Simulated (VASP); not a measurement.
Crystal: SnS2.

```xyz
3
Lattice="3.6390 0.0000 0.0000 -1.8195 3.1515 0.0000 0.0000 0.0000 5.8680" Properties=species:S:1:pos:R:3 pbc="T T T"
Sn    0.0000    0.0000    0.0000
S     0.0000    2.1010    1.4670
S     1.8195    1.0505    4.4010
```

* Program: VASP 6.6.1
* Task: relaxation of cell and atoms
* Functional: PBE
* Potentials or basis: VASP PAW PBE potentials, release 64 (Sn_d, S)
* Cutoff: 500 eV
* k mesh: 6 × 6 × 4
* Occupations: gaussian, width 0.01 eV
* Spin: no spin polarisation

At the start: pressure 4.2 GPa; volume 22.43 Å³/atom.

Question: How do energy, volume and symmetry change on relaxing?

Answer: Over 28 steps the energy falls by 26.8 meV/atom and the volume is 26.77 Å³/atom (+19.3 %); space group P-3m1 (No. 164, to 0.1 Å) before and after.

The path:
```csv
step,energy change (eV),largest force (eV/Å),pressure (GPa),volume (Å³)
1,0.0000,0.2363,4.18,67.30
2,-0.0156,0.5851,-2.53,73.16
3,-0.0408,0.2481,0.14,70.46
4,-0.0456,0.1821,0.11,70.88
5,-0.0503,0.0324,0.05,71.86
6,-0.0547,0.0269,0.08,72.26
7,-0.0651,0.0078,0.19,73.47
8,-0.0751,0.0445,0.63,75.82
9,-0.0758,0.0662,0.85,76.75
10,-0.0787,0.0720,-0.05,78.39
11,-0.0787,0.0690,-0.03,78.36
12,-0.0792,0.0502,-0.06,78.56
13,-0.0795,0.0184,-0.09,78.91
14,-0.0796,0.0075,0.07,78.81
15,-0.0796,0.0048,0.05,78.82
16,-0.0796,0.0012,0.05,78.86
17,-0.0797,0.0152,0.06,78.95
18,-0.0797,0.0229,0.01,79.08
19,-0.0798,0.0387,-0.10,79.35
20,-0.0798,0.0374,-0.10,79.39
21,-0.0799,0.0337,-0.11,79.48
22,-0.0800,0.0261,-0.10,79.68
23,-0.0801,0.0106,-0.10,80.07
24,-0.0801,0.0030,-0.10,80.26
25,-0.0802,0.0099,0.00,80.23
26,-0.0802,0.0149,0.04,80.21
27,-0.0802,0.0051,0.03,80.25
28,-0.0803,0.0069,0.01,80.30
```

Final structure:
```xyz
3
Lattice="3.7016 0.0000 0.0000 -1.8508 3.2056 0.0000 0.0000 0.0000 6.7676" Properties=species:S:1:pos:R:3 pbc="T T T"
Sn    0.0000    0.0000    0.0000
S     0.0000    2.1371    1.4778
S     1.8508    1.0685    5.2898
```

Caveat: the volume moved by over 15 % at a fixed basis, so the end points are rough; this functional lacks dispersion, which binds the layers, so the pressure and a relaxed spacing across them are unreliable.
